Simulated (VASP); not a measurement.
# Re in VASP: single point with LDA

Aim: the single point of Re with LDA.

All numbers are computed with VASP 6.6.1; they aren't measurements. Logs are shortened: lines on timing, memory, paths and dates and some standing lists are left out, and cuts for length are marked.

## (1) The cell of the first run

The typed cell holds 2 atoms: a = 2.738 Å, b = 2.738 Å, c = 5.196 Å, α = 105.29°, β = 105.29°, γ = 119.98°.

## (2) Single point, LDA (14.33 Å³/atom)

Contents of INCAR:

```
SYSTEM = Re
ALGO = Normal
EDIFF = 1E-6
ENCUT = 560
GGA_COMPAT = .FALSE.
ISIF = 2
ISMEAR = -1
LASPH = .TRUE.
LCHARG = .FALSE.
LREAL = .FALSE.
LWAVE = .FALSE.
NBANDS = 22
NELM = 120
PREC = Accurate
SIGMA = 0.1
```

Contents of KPOINTS:

```
k-points
0
G
  17 17 8
  0 0 0
```

Contents of POSCAR:

```
Re
1.0
   -1.8408856412      1.5122729733      1.3496421506
    1.5122729733     -1.8408856412      1.3496421506
    3.4050409120      3.4050409120     -1.9514968537
Re
2
Direct
    0.9582650556      0.0417349444      0.0000000000
    0.7917349444      0.2082650556      0.5000000000
```

Potentials or basis: VASP PAW LDA potentials, release 64 (Re_sv_GW).

Started as:

```console
$ cat potpaw_LDA.64/Re_sv_GW/POTCAR > POTCAR
$ mpirun -np 1 vasp_std > vasp.out
```

OUTCAR:

```text
SYSTEM = Re
   EDIFF = 1E-6
   ENCUT = 560
   ISIF = 2
   ISMEAR = -1
   LASPH = .TRUE.
   LREAL = .FALSE.
   NELM = 120
   PREC = Accurate

 ion  position               nearest neighbor table
   1  0.958  0.042  0.000-   2 2.71   2 2.71   2 2.72   2 2.72   2 2.72   2 2.72
   2  0.792  0.208  0.500-   1 2.71   1 2.71   1 2.72   1 2.72   1 2.72   1 2.72

  Warning from LATTYP: Got some problem with cell dimensions!
  Tried to take original basis but could not verify dimensions!
  LATTYP: Found a base centered monoclinic cell.
 ALAT       =     2.7389976834
 B/A-ratio  =     1.7313203360
 C/A-ratio  =     1.6117291275
 COS(beta)  =    -0.0002824882

  Lattice vectors:

 A1 = (  -1.8408856412,   1.5122729733,   1.3496421506)
 A2 = (   1.5122729733,  -1.8408856412,   1.3496421506)
 A3 = (   3.0764282441,   3.0764282441,   0.7477874475)

Analysis of symmetry for initial positions (statically):
=====================================================================
 Subroutine PRICEL returns:
 Original cell was already a primitive cell.

 Routine SETGRP: Setting up the symmetry group for a
 base centered monoclinic supercell.

 Subroutine GETGRP returns: Found  4 space group operations
 (whereof  2 operations were pure point group operations)
 out of a pool of  4 trial point group operations.

The static configuration has the point symmetry C_2 .
 The point group associated with its full space group is C_2h.

Analysis of symmetry for dynamics (positions and initial velocities):
=====================================================================
 Subroutine PRICEL returns:
 Original cell was already a primitive cell.

 Routine SETGRP: Setting up the symmetry group for a
 base centered monoclinic supercell.

 Subroutine GETGRP returns: Found  4 space group operations
 (whereof  2 operations were pure point group operations)
 out of a pool of  4 trial point group operations.

The dynamic configuration has the point symmetry C_2 .
 The point group associated with its full space group is C_2h.

 Subroutine INISYM returns: Found  4 space group operations
 (whereof  2 operations are pure point group operations),
 and found     1 'primitive' translations

----------------------------------------------------------------------------------------

                                     Primitive cell

  volume of cell :      28.6691

  direct lattice vectors                    reciprocal lattice vectors
    -1.840885641  1.512272973  1.349642151    -0.034989004  0.263237270  0.398255668
     1.512272973 -1.840885641  1.349642151     0.263237270 -0.034989004  0.398255668
     3.405040912  3.405040912 -1.951496854     0.157854971  0.157854971  0.038434739

  length of vectors
     2.738131375  2.738131375  5.195858658     0.478670730  0.478670730  0.226525083

  position of ions in fractional coordinates (direct lattice)
     0.958265056  0.041734944  0.000000000
     0.791734944  0.208265056  0.500000000

  ion indices of the primitive-cell ions
   primitive index   ion index
                 1           1
                 2           2

----------------------------------------------------------------------------------------

 KPOINTS: k-points

Automatic generation of k-mesh.
 Grid dimensions read from file:
 generate k-points for:   17   17    8

 Generating k-lattice:

  Cartesian coordinates                     Fractional coordinates (reciprocal lattice)
    -0.002058177  0.015484545  0.023426804     0.058823529  0.000000000 -0.000000000
     0.015484545 -0.002058177  0.023426804     0.000000000  0.058823529 -0.000000000
     0.019731871  0.019731871  0.004804342     0.000000000  0.000000000  0.125000000

  Length of vectors
     0.028157102  0.028157102  0.028315635

  Shift w.r.t. Gamma in fractional coordinates (k-lattice)
     0.000000000  0.000000000  0.000000000

 Subroutine IBZKPT returns following result:
 ===========================================

 Found    621 irreducible k-points:

 Following reciprocal coordinates:
            Coordinates               Weight
  0.000000  0.000000  0.000000      1.000000
  0.058824  0.000000  0.000000      4.000000
  0.117647  0.000000  0.000000      4.000000
  0.176471  0.000000 -0.000000      4.000000
  0.235294  0.000000  0.000000      4.000000
  0.294118 -0.000000  0.000000      4.000000
[... 16 lines left out ...]
 -0.176471  0.058824  0.000000      4.000000
 -0.117647  0.058824 -0.000000      4.000000
 [... further k-points ...]
   k-points           NKPTS =    621   k-points in BZ     NKDIM =    621   number of bands    NBANDS=     22
   number of dos      NEDOS =    301   number of ions     NIONS =      2
   total plane-waves  NPLWV =  23040
   dimension x,y,z NGX =    24 NGY =   24 NGZ =   40
   dimension x,y,z NGXF=    48 NGYF=   48 NGZF=   80
   ions per type =               2
   NGX,Y,Z   is equivalent  to a cutoff of  14.57, 14.57, 12.80 a.u.
   NGXF,Y,Z  is equivalent  to a cutoff of  29.14, 29.14, 25.60 a.u.
 SYSTEM =  Re
   PREC   = accura    normal or accurate (medium, high low for compatibility)
   ISTART =      0    job   : 0-new  1-cont  2-samecut
   ICHARG =      2    charge: 1-file 2-atom 10-const
   ISPIN  =      1    spin polarized calculation?
   LNONCOLLINEAR =      F non collinear calculations
   LSORBIT =      F    spin-orbit coupling
   LASPH  =      T    aspherical Exc in radial PAW
   ENCUT  =  560.0 eV  41.16 Ry    6.42 a.u.   5.28  5.28 10.03*2*pi/ulx,y,z
   NELM   =    120;   NELMIN=  2; NELMDL= -5     # of ELM steps
   EDIFF  = 0.1E-05   stopping-criterion for ELM
   LREAL  =      F    real-space projection
   EDIFFG = 0.1E-04   stopping-criterion for IOM
   NSW    =      0    number of steps for IOM
   IBRION =     -1    ionic relax: 0-MD 1-quasi-New 2-CG
   NFREE  =      0    steps in history (QN), initial steepest desc. (CG)
   ISIF   =      2    stress and relaxation
   ISYM   =      2    0-nonsym 1-usesym 2-fastsym
   POTIM  = 0.5000    time-step for ionic-motion
   TEBEG  =    0.0;   TEEND  =   0.0 temperature during run
   PSTRESS=    0.0 pullay stress
   NELECT =      30.0000    total number of electrons
   NUPDOWN=      -1.0000    fix difference up-down
   EMIN   =  10.00;   EMAX   =-10.00  energy-range for DOS
   EFERMI =   0.00;   METHOD = LEGACY
   ISMEAR =    -1;   SIGMA  =   0.10  broadening in eV -4-tet -1-fermi 0-gaus
   EFERMI_NEDOS =   21; number of points for ismear=-14 and -15
   IALGO  =     38    algorithm
   IMIX   =      4    mixing-type and parameters
     AMIX     =   0.40;   BMIX     =  1.00
     AMIX_MAG =   1.60;   BMIX_MAG =  1.00
  volume/ion in A,a.u.               =      14.33        96.73
  Fermi-wavevector in a.u.,A,eV,Ry     =   1.662049  3.140817 37.584816  2.762406
  Thomas-Fermi vector in A             =   2.749007
   LORBIT       =      0    0 simple, 1 ext, 2 COOP (PROOUT), +10 PAW based schemes
   GGA     = CA    functional components
   LHFCALC =     F    Hartree Fock is set to
   AEXX    =    0.0000 exact exchange contribution
   IVDW    =     0    specifies the selected vdW correction
   LEPSILON=     F    determine dielectric tensor
   LRPA    =     F    only Hartree local field effects (RPA)
 non-spin polarized calculation
  energy-cutoff  :      560.00
  volume of cell :       28.67
 maximum number of plane-waves:       874
 NGX is ok and might be reduce to    24
   NGX = 11   NGY = 11   NGZ = 19

 number of electron      30.0000002 magnetization

 Free energy of the ion-electron system (eV)
  ---------------------------------------------------
  ext. energy  EPLUGINS =         0.00000000
  ---------------------------------------------------
  free energy    TOTEN  =       -30.78369201 eV

  energy without entropy =      -30.73000702  energy(sigma->0) =      -30.75684952

 E-fermi :  13.2463     XC(G=0): -14.5764

 val. band max:       13.2433721586   @ k =  -0.0588  -0.3529   0.1250
 cond. band min:      13.2465494917   @ k =  -0.2353  -0.4118   0.2500
 fundamental gap:      0.0031773331
 Fermi energy:        13.2463329303

 k-point     1 :       0.0000    0.0000    0.0000
  band No.  band energies     occupation
      1     -66.1940      2.00000
      2     -66.0516      2.00000
      3     -28.9751      2.00000
      4     -27.8101      2.00000
      5     -27.8084      2.00000
      6     -27.6144      2.00000
[... 14 lines left out ...]
     21      23.5687      0.00000
     22      26.7700      0.00000

 k-point     2 :       0.0588    0.0000    0.0000
  band No.  band energies     occupation
      1     -66.1891      2.00000
      2     -66.0512      2.00000
      3     -28.9497      2.00000
      4     -27.8429      2.00000
      5     -27.8184      2.00000
      6     -27.6561      2.00000
[... 14 lines left out ...]
     21      23.7630      0.00000
     22      26.9747      0.00000

 k-point     3 :       0.1176    0.0000    0.0000
  band No.  band energies     occupation
      1     -66.1745      2.00000
      2     -66.0495      2.00000
      3     -28.8786      2.00000
      4     -27.9344      2.00000
      5     -27.8446      2.00000
      6     -27.7825      2.00000
[... 14 lines left out ...]
     21      24.2847      0.00000
     22      27.6234      0.00000

 k-point     4 :       0.1765    0.0000   -0.0000
  band No.  band energies     occupation
      1     -66.1524      2.00000
      2     -66.0470      2.00000
      3     -28.7792      2.00000
      4     -28.0654      2.00000
      5     -27.9686      2.00000
      6     -27.8806      2.00000
[... 14 lines left out ...]
     21      24.9076      0.00000
     22      28.6389      0.00000

 k-point     5 :       0.2353    0.0000    0.0000
  band No.  band energies     occupation
      1     -66.1254      2.00000
      2     -66.0440      2.00000
      3     -28.6923      2.00000
      4     -28.2248      2.00000
      5     -28.1462      2.00000
      6     -27.9182      2.00000
[... 417 lines left out ...]
 k-point    22 :      -0.2353    0.0588    0.0000
  band No.  band energies     occupation
      1     -66.1401      2.00000
      2     -66.0414      2.00000
      3     -28.7431      2.00000
      4     -28.1508      2.00000
      5     -28.0784      2.00000
      6     -27.9081      2.00000
[... 14 lines left out ...]
     21      24.8216      0.00000
     22      29.3412      0.00000

 k-point    23 :      -0.1765    0.0588    0.0000
  band No.  band energies     occupation
      1     -66.1641      2.00000
      2     -66.0448      2.00000
      3     -28.8412      2.00000
      4     -28.0129      2.00000
      5     -27.9199      2.00000
      6     -27.8337      2.00000
[... 14 lines left out ...]
     21      24.2466      0.00000
     22      28.4194      0.00000

 k-point    24 :      -0.1176    0.0588   -0.0000
  band No.  band energies     occupation
      1     -66.1815      2.00000
      2     -66.0477      2.00000
      3     -28.9215      2.00000
      4     -27.9045      2.00000
      5     -27.8476      2.00000
      6     -27.7205      2.00000
[... 14 lines left out ...]
     21      23.7582      0.00000
     22      27.5990      0.00000

 [... further k-points ...]

------------------------ aborting loop because EDIFF is reached ----------------------------------------

  FORCE on cell =-STRESS in cart. coord.  units (eV):
  Direction    XX          YY          ZZ          XY          YZ          ZX
  --------------------------------------------------------------------------------------
  -------------------------------------------------------------------------------------
  Total        0.0131240      0.0131240     -0.0052651     -0.0280686     -0.0007974     -0.0007971
  in kB        0.7334367      0.7334367     -0.2942382     -1.5686170     -0.0445631     -0.0445486
  external PRESSURE =       0.3908784 kB  Pullay stress =       0.0000000 kB

 VOLUME and BASIS-vectors are now :
 -----------------------------------------------------------------------------
  energy-cutoff  :      560.00
  volume of cell :       28.67
      direct lattice vectors                 reciprocal lattice vectors
    -1.840885641  1.512272973  1.349642151    -0.034989004  0.263237270  0.398255668
     1.512272973 -1.840885641  1.349642151     0.263237270 -0.034989004  0.398255668
     3.405040912  3.405040912 -1.951496854     0.157854971  0.157854971  0.038434739

 POSITION                                       TOTAL-FORCE (eV/Angst)
 -----------------------------------------------------------------------------------
     -1.70094      1.37233      1.34964         0.000942     -0.000942      0.000000
      0.55998      2.51645      0.37389        -0.000942      0.000942     -0.000000
 -----------------------------------------------------------------------------------
    total drift:                               -0.000000      0.000000     -0.000000

  FREE ENERGIE OF THE ION-ELECTRON SYSTEM (eV)
  ---------------------------------------------------
  free  energy   TOTEN  =       -30.7836920141 eV

  energy  without entropy=      -30.7300070208  energy(sigma->0) =      -30.75684952
```

It took 6.8 min on 1 thread of AMD EPYC 7R43 (Zen 3), shared host; peak memory 0.43 GiB.

What came out:

* Free energy: -30.7837 eV
* Pressure: 0.0 GPa
* Band gap on the k mesh: zero (bands 15 and 16 overlap by 3.53 eV)

Caveat: spin-orbit coupling is left out, which moves the levels of the heavy elements.
